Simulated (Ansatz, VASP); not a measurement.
# As5S: VASP beside Ansatz

```xyz
6
Lattice="6.0490 0.0000 0.0000 -3.0245 5.2386 0.0000 0.0000 0.0000 5.4392" Properties=species:S:1:pos:R:3 pbc="T T T"
As   -1.0118    1.7525    0.0000
As    2.0127    3.4861    0.0000
As    2.0236    0.0000    0.0000
As    3.0245    1.7462    2.7196
As    0.0000    3.4924    2.7196
S     0.0000    0.0000    2.7196
```

Change from the starting cell: species swapped into the Mg5Sn type (P-62m, No. 189).

Alike in both runs: task relaxation of cell and atoms; functional PBE; k mesh 3 × 3 × 4; occupations gaussian, width 0.1 eV; no spin polarisation.

```csv
,VASP,Ansatz
version,VASP 6.6.1,Ansatz 0.2.0
potentials or method,"VASP PAW PBE potentials, release 64 (As, S), cutoff 600 eV","scalar-relativistic, plane waves, PAW"
valence electrons in the cell,31,81
```

VASP gave:

```
gap on the k mesh at the Fermi level, each at its own relaxed structure (eV) : none
relaxed volume (Å³/atom)                                                     : 20.04
relaxed cell length with the largest relative difference (Å)                 : 5.078
```

Q: Which values does Ansatz return?

A: gap on the k mesh at the Fermi level, each at its own relaxed structure (eV): none; relaxed volume (Å³/atom): 20.35; relaxed cell length with the largest relative difference (Å): 5.110.

A gap of «none» marks a metal or a gap that the smearing closes. VASP's potentials hold 31 valence electrons a cell and Ansatz's 81, so a difference there can come from the potentials and not from the codes.

The k mesh is coarse, so the values compare programs but aren't converged. Noted on VASP's run: the volume moved by over 15 % at a fixed basis, so the end points are rough.
